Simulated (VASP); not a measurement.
# InGa (F-43m) in VASP: a series of runs, part 2 of 3

VASP 6.6.1. Earlier steps stand in the parts before.

## 4. Relaxation of cell and atoms, r2SCAN

This run uses another cell than the first one, of 27.58 Å³/atom.

POSCAR reads:

```
InGa
1.0
    0.0000000000      3.0212530000      3.0212530000
    3.0212530000      0.0000000000      3.0212530000
    3.0212530000      3.0212530000      0.0000000000
In Ga
1 1
Direct
    0.0000000000      0.0000000000      0.0000000000
    0.2500000000      0.2500000000      0.2500000000
```

INCAR.step1 reads:

```
SYSTEM = InGa
ALGO     = Normal         ! electronic algorithm
EDIFF    = 1E-5           ! SCF threshold, eV
EDIFFG   = -0.005         ! ionic threshold
ENCUT    = 550            ! plane-wave cutoff, eV
GGA      = PE             ! functional
GGA_COMPAT= .FALSE.      
IBRION   = 2              ! ionic algorithm
ISIF     = 3              ! what is computed and relaxed
ISMEAR   = -1             ! smearing method
LASPH    = .TRUE.         ! aspherical terms in the spheres
LCHARG   = .FALSE.        ! write CHGCAR
LREAL    = .FALSE.        ! projectors in reciprocal space
LWAVE    = .TRUE.         ! write WAVECAR
NELM     = 120            ! most SCF steps
NELMIN   = 4            
NSW      = 100            ! ionic steps
PREC     = Accurate       ! precision mode
SIGMA    = 0.1            ! smearing width, eV
```

INCAR.step2 reads:

```
SYSTEM = InGa
ALGO     = Normal         ! electronic algorithm
EDIFF    = 1E-7           ! SCF threshold, eV
EDIFFG   = -0.01          ! ionic threshold
ENCUT    = 550            ! plane-wave cutoff, eV
GGA_COMPAT= .FALSE.      
IBRION   = 2              ! ionic algorithm
ISIF     = 3              ! what is computed and relaxed
ISMEAR   = -1             ! smearing method
ISTART   = 1            
LASPH    = .TRUE.         ! aspherical terms in the spheres
LCHARG   = .FALSE.        ! write CHGCAR
LMIXTAU  = .TRUE.       
LREAL    = .FALSE.        ! projectors in reciprocal space
LWAVE    = .FALSE.        ! write WAVECAR
METAGGA  = R2SCAN         ! meta-GGA
NELM     = 120            ! most SCF steps
NELMIN   = 4            
NSW      = 60             ! ionic steps
PREC     = Accurate       ! precision mode
SIGMA    = 0.1            ! smearing width, eV
```

KPOINTS reads:

```
k-points
0
G
  5 5 5
  0 0 0
```

Potentials or basis: VASP PAW PBE potentials, release 64 (In_d, Ga_d).

Command:

```
cat potpaw_PBE.64/In_d/POTCAR potpaw_PBE.64/Ga_d/POTCAR > POTCAR
cp INCAR.step1 INCAR
mpirun -np 1 vasp_std > vasp.out
cp INCAR.step2 INCAR
mpirun -np 1 vasp_std > vasp.out
```

OUTCAR:

```text
SYSTEM = InGa
   EDIFF = 1E-7
   EDIFFG = -0.01
   ENCUT = 550
   IBRION = 2
   ISIF = 3
   ISMEAR = -1
   ISTART = 1
   LASPH = .TRUE.
   LREAL = .FALSE.
   METAGGA = R2SCAN
   NELM = 120
   NELMIN = 4
   NSW = 60
   PREC = Accurate

 ion  position               nearest neighbor table
   1  0.000  0.000  0.000-   2 2.62   2 2.62   2 2.62   2 2.62
   2  0.250  0.250  0.250-   1 2.62   1 2.62   1 2.62   1 2.62

  LATTYP: Found a face centered cubic cell.
 ALAT       =     6.0425060000

  Lattice vectors:

 A1 = (   0.0000000000,   3.0212530000,   3.0212530000)
 A2 = (   3.0212530000,   0.0000000000,   3.0212530000)
 A3 = (   3.0212530000,   3.0212530000,   0.0000000000)

Analysis of symmetry for initial positions (statically):
=====================================================================
 Subroutine PRICEL returns:
 Original cell was already a primitive cell.

 Routine SETGRP: Setting up the symmetry group for a
 face centered cubic supercell.

 Subroutine GETGRP returns: Found 24 space group operations
 (whereof 24 operations were pure point group operations)
 out of a pool of 48 trial point group operations.

The static configuration has the point symmetry T_d .

Analysis of symmetry for dynamics (positions and initial velocities):
=====================================================================
 Subroutine PRICEL returns:
 Original cell was already a primitive cell.

 Routine SETGRP: Setting up the symmetry group for a
 face centered cubic supercell.

 Subroutine GETGRP returns: Found 24 space group operations
 (whereof 24 operations were pure point group operations)
 out of a pool of 48 trial point group operations.

The dynamic configuration has the point symmetry T_d .

 Subroutine INISYM returns: Found 24 space group operations
 (whereof 24 operations are pure point group operations),
 and found     1 'primitive' translations

----------------------------------------------------------------------------------------

                                     Primitive cell

  volume of cell :      55.1558

  direct lattice vectors                    reciprocal lattice vectors
     0.000000000  3.021253000  3.021253000    -0.165494250  0.165494250  0.165494250
     3.021253000  0.000000000  3.021253000     0.165494250 -0.165494250  0.165494250
     3.021253000  3.021253000  0.000000000     0.165494250  0.165494250 -0.165494250

  length of vectors
     4.272696968  4.272696968  4.272696968     0.286644450  0.286644450  0.286644450

  position of ions in fractional coordinates (direct lattice)
     0.000000000  0.000000000  0.000000000
     0.250000000  0.250000000  0.250000000

  ion indices of the primitive-cell ions
   primitive index   ion index
                 1           1
                 2           2

----------------------------------------------------------------------------------------

 KPOINTS: k-points

Automatic generation of k-mesh.
 Grid dimensions read from file:
 generate k-points for:    5    5    5

 Generating k-lattice:

  Cartesian coordinates                     Fractional coordinates (reciprocal lattice)
    -0.033098850  0.033098850  0.033098850     0.200000000  0.000000000  0.000000000
     0.033098850 -0.033098850  0.033098850     0.000000000  0.200000000  0.000000000
     0.033098850  0.033098850 -0.033098850     0.000000000  0.000000000  0.200000000

  Length of vectors
     0.057328890  0.057328890  0.057328890

  Shift w.r.t. Gamma in fractional coordinates (k-lattice)
     0.000000000  0.000000000  0.000000000

 Subroutine IBZKPT returns following result:
 ===========================================

 Found     10 irreducible k-points:

 Following reciprocal coordinates:
            Coordinates               Weight
  0.000000  0.000000  0.000000      1.000000
  0.200000  0.000000  0.000000      8.000000
  0.400000  0.000000  0.000000      8.000000
  0.200000  0.200000  0.000000      6.000000
  0.400000  0.200000  0.000000     24.000000
 -0.400000  0.200000  0.000000     24.000000
 -0.200000  0.200000  0.000000     12.000000
  0.400000  0.400000  0.000000      6.000000
 -0.400000  0.400000  0.000000     12.000000
 -0.400000  0.400000  0.200000     24.000000
   k-points           NKPTS =     10   k-points in BZ     NKDIM =     10   number of bands    NBANDS=     17
   number of dos      NEDOS =    301   number of ions     NIONS =      2
   total plane-waves  NPLWV =  46656
   dimension x,y,z NGX =    36 NGY =   36 NGZ =   36
   dimension x,y,z NGXF=    72 NGYF=   72 NGZF=   72
   ions per type =               1   1
   NGX,Y,Z   is equivalent  to a cutoff of  14.01, 14.01, 14.01 a.u.
   NGXF,Y,Z  is equivalent  to a cutoff of  28.01, 28.01, 28.01 a.u.
 SYSTEM =  InGa
   PREC   = accura    normal or accurate (medium, high low for compatibility)
   ISTART =      1    job   : 0-new  1-cont  2-samecut
   ICHARG =      0    charge: 1-file 2-atom 10-const
   ISPIN  =      1    spin polarized calculation?
   LNONCOLLINEAR =      F non collinear calculations
   LSORBIT =      F    spin-orbit coupling
   LASPH  =      T    aspherical Exc in radial PAW
   ENCUT  =  550.0 eV  40.42 Ry    6.36 a.u.   8.17  8.17  8.17*2*pi/ulx,y,z
   NELM   =    120;   NELMIN=  4; NELMDL=  0     # of ELM steps
   EDIFF  = 0.1E-06   stopping-criterion for ELM
   LREAL  =      F    real-space projection
   EDIFFG = -.1E-01   stopping-criterion for IOM
   NSW    =     60    number of steps for IOM
   IBRION =      2    ionic relax: 0-MD 1-quasi-New 2-CG
   NFREE  =      1    steps in history (QN), initial steepest desc. (CG)
   ISIF   =      3    stress and relaxation
   ISYM   =      2    0-nonsym 1-usesym 2-fastsym
   POTIM  = 0.5000    time-step for ionic-motion
   TEBEG  =    0.0;   TEEND  =   0.0 temperature during run
   PSTRESS=    0.0 pullay stress
   NELECT =      26.0000    total number of electrons
   NUPDOWN=      -1.0000    fix difference up-down
   EMIN   =  10.00;   EMAX   =-10.00  energy-range for DOS
   EFERMI =   0.00;   METHOD = LEGACY
   ISMEAR =    -1;   SIGMA  =   0.10  broadening in eV -4-tet -1-fermi 0-gaus
   EFERMI_NEDOS =   21; number of points for ismear=-14 and -15
   IALGO  =     38    algorithm
   IMIX   =      4    mixing-type and parameters
     AMIX     =   0.40;   BMIX     =  1.00
     AMIX_MAG =   1.60;   BMIX_MAG =  1.00
  volume/ion in A,a.u.               =      27.58       186.10
  Fermi-wavevector in a.u.,A,eV,Ry     =   1.274096  2.407693 22.086621  1.623321
  Thomas-Fermi vector in A             =   2.406883
   LORBIT       =      0    0 simple, 1 ext, 2 COOP (PROOUT), +10 PAW based schemes
   METAGGA = R2SCAN    functional components
   LHFCALC =     F    Hartree Fock is set to
   AEXX    =    0.0000 exact exchange contribution
   IVDW    =     0    specifies the selected vdW correction
   LEPSILON=     F    determine dielectric tensor
   LRPA    =     F    only Hartree local field effects (RPA)
 conjugate gradient relaxation of ions
 non-spin polarized calculation
  energy-cutoff  :      550.00
  volume of cell :       55.16
 maximum number of plane-waves:      1639
 NGX is ok and might be reduce to    36
   NGX = 17   NGY = 17   NGZ = 17

--------------------------------------- Ionic step        1  -------------------------------------------

 number of electron      26.0000007 magnetization

 Free energy of the ion-electron system (eV)
  ---------------------------------------------------
  ext. energy  EPLUGINS =         0.00000000
  ---------------------------------------------------
  free energy    TOTEN  =       -33.33674449 eV

  energy without entropy =      -33.27987512  energy(sigma->0) =      -33.30830980

 E-fermi :   3.8808     XC(G=0): -10.0799

 val. band max:        3.8514679615   @ k =   0.2000   0.2000   0.0000
 cond. band min:       4.4924000138   @ k =   0.4000   0.2000   0.0000
 fundamental gap:      0.6409320523
 Fermi energy:         3.8807666003

 k-point     1 :       0.0000    0.0000    0.0000
  band No.  band energies     occupation
      1     -11.2641      2.00000
      2     -11.2641      2.00000
      3     -11.2641      2.00000
      4     -11.2090      2.00000
      5     -11.2090      2.00000
      6     -10.6381      2.00000
[... 9 lines left out ...]
     16       9.0522      0.00000
     17       9.0522      0.00000
[... 247 lines left out ...]
  energy  without entropy=      -33.3343904592  energy(sigma->0) =      -33.36375955

--------------------------------------- Ionic step        3  -------------------------------------------

 number of electron      25.9999991 magnetization

 Free energy of the ion-electron system (eV)
  ---------------------------------------------------
  ext. energy  EPLUGINS =         0.00000000
  ---------------------------------------------------
  free energy    TOTEN  =       -33.39324609 eV

  energy without entropy =      -33.33444908  energy(sigma->0) =      -33.36384759

 E-fermi :   3.1719     XC(G=0):  -9.6196

 val. band max:        3.1424580406   @ k =  -0.4000   0.4000   0.0000
 cond. band min:       3.7657042426   @ k =   0.4000   0.2000   0.0000
 fundamental gap:      0.6232462020
 Fermi energy:         3.1719471102

 k-point     1 :       0.0000    0.0000    0.0000
  band No.  band energies     occupation
      1     -11.8791      2.00000
      2     -11.8791      2.00000
      3     -11.8791      2.00000
      4     -11.8337      2.00000
      5     -11.8337      2.00000
      6     -11.3242      2.00000
[... 9 lines left out ...]
     16       8.0656      0.00000
     17       8.0656      0.00000
[... 207 lines left out ...]
  FREE ENERGIE OF THE ION-ELECTRON SYSTEM (eV)
  ---------------------------------------------------
  free  energy   TOTEN  =       -33.3932460885 eV

  energy  without entropy=      -33.3344490826  energy(sigma->0) =      -33.36384759

 reached required accuracy - stopping structural energy minimisation
```

Wall time 2.3 min (1 thread of Intel Xeon 6975P-C (Granite Rapids), shared host); peak memory 0.23 GiB.

What came out:

- Free energy: -33.3932 eV
- Relaxed volume: 30.27 Å³/atom
- Relaxed cell: a = 4.408 Å, b = 4.408 Å, c = 4.408 Å, α = 60.00°, β = 60.00°, γ = 60.00°
- Space group after relaxing (to 0.1 Å): F-43m (No. 216)
- Energy gained by relaxing: 28.3 meV/atom
- Ionic steps: 3
- Pressure after relaxing: 0.0 GPa
- Band gap on the k mesh: zero (bands 13 and 14 overlap by 3.20 eV)

Step by step:
```tsv
step	energy change (eV)	largest force (eV/Å)	pressure (GPa)	volume (Å³)
1	0.0000	0.0000	3.60	55.16
2	-0.0564	0.0000	0.15	60.26
3	-0.0565	0.0000	-0.01	60.55
```

Final structure:
```
CELL_PARAMETERS angstrom
0.00000 3.11663 3.11663
3.11663 0.00000 3.11663
3.11663 3.11663 0.00000
ATOMIC_POSITIONS crystal
In 0.00000 0.00000 0.00000
Ga 0.25000 0.25000 0.25000
```

Levels at points of the mesh, in eV from the Fermi level:
| k point | band 9 | band 10 | band 11 | band 12 | band 13 | band 14 | band 15 | band 16 | band 17 |
| --- | --- | --- | --- | --- | --- | --- | --- | --- | --- |
| (0.00, 0.00, 0.00) | -14.41 | -14.41 | -8.89 | 2.86 | 2.86 | 2.86 | 3.36 | 4.89 | 4.89 |

Caveat: the k points lie up to 0.35 Å⁻¹ apart in the final cell, too coarse for converged energies and pressures of a metal; the PAW data sets were made with another functional, which shifts forces and pressure a little; spin-orbit coupling is left out, which moves the levels of the heavy elements.

[end of part 2 of 3]

The gap in the log of VASP goes by the Fermi energy; the results here count the filled bands.